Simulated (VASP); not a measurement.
Here is a VASP 6.6.1 calculation.

The input INCAR:

```
SYSTEM = Sc
PREC = Accurate ; ENCUT = 520
EDIFF = 1E-6 ; ISMEAR = -1
SIGMA = 0.1 ; LREAL = .False.
LASPH = .True. ; NELM = 60
ALGO = Normal ; ISIF = 2
LWAVE = .False. ; LCHARG = .False.
GGA = PS ; NBANDS = 18
```

File KPOINTS:

```
Automatic mesh
0
Gamma
  15 15 8
  0 0 0
```

File POSCAR:

```
Sc
1.0
    2.3838948037      0.0000000000      0.0000000000
   -1.1919474018      2.0645134600      0.0000000000
    0.0000000000      0.0000000000      4.1458007081
Sc
2
Direct
    0.3333333333      0.6666666667      0.2500000000
    0.6666666667      0.3333333333      0.7500000000
```

Potentials or basis: VASP PAW PBE potentials, release 64 (Sc_sv).

Launch:

```console
$ cat potpaw_PBE.64/Sc_sv/POTCAR > POTCAR
$ mpirun -np 1 vasp_std > vasp.out
```

What does it give for the band gap on the k mesh?

Zero (band 11 reaches 11.89 eV, above the bottom of band 12 at 9.05 eV).

What does it give for the pressure?

149.1 GPa.

Stress tensor (GPa, compression positive):
```
149.34   0.00   0.00
  0.00 149.34   0.00
  0.00   0.00 148.60
```

Caveat: the PAW data sets were made with another functional, which shifts forces and pressure a little.
